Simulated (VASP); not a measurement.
Wanted: the native input for a VASP 6.6.1 run.

* Task: single point
* Functional: PBE
* Potentials or basis: VASP PAW PBE potentials, release 64 (Ga_d, P)
* Cutoff: 520 eV
* k mesh: 12 × 12 × 12
* Occupations: fermi-dirac, width 0.05 eV
* Spin: no spin polarisation
* Dipole correction: no
* Further INCAR settings: ALGO = Normal; EDIFF = 1e-06; NBANDS = 16

The structure of GaP (rocksalt type) lies in POSCAR:

```
GaP
1.0
    0.0000000000      2.6227779097      2.6227779097
    2.6227779097      0.0000000000      2.6227779097
    2.6227779097      2.6227779097      0.0000000000
Ga P
1 1
Direct
    0.0000000000      0.0000000000      0.0000000000
    0.5000000000      0.5000000000      0.5000000000
```

This cell differs from its parent crystal: volume scaled by 1.05.

The input as run:

INCAR

```
SYSTEM = GaP
PREC = Accurate ; ENCUT = 520
EDIFF = 1E-6 ; ISMEAR = -1
SIGMA = 0.05 ; LREAL = .FALSE.
LASPH = .TRUE. ; NELM = 100
ALGO = Normal ; ISIF = 2
LWAVE = .FALSE. ; LCHARG = .TRUE.
GGA = PE ; LELF = .TRUE.
LVHAR = .TRUE. ; NBANDS = 16
```

KPOINTS

```
regular mesh
0
G
  12 12 12
  0 0 0
```

Potentials or basis: VASP PAW PBE potentials, release 64 (Ga_d, P).

Launch:

```sh
$ cat potpaw_PBE.64/Ga_d/POTCAR potpaw_PBE.64/P/POTCAR > POTCAR
$ mpirun -np 1 vasp_std > vasp.out
```

It gave:

```yaml
Pressure: -3.7 GPa
Band_gap_on_the_k_mesh: zero (band 9 reaches 6.35 eV, above the bottom of band 10 at 3.36 eV)
```

Wall time 18 s on 1 thread of Intel(R) Xeon(R) 6975P-C (Granite Rapids), with other jobs on the host, peak memory 0.18 GiB.
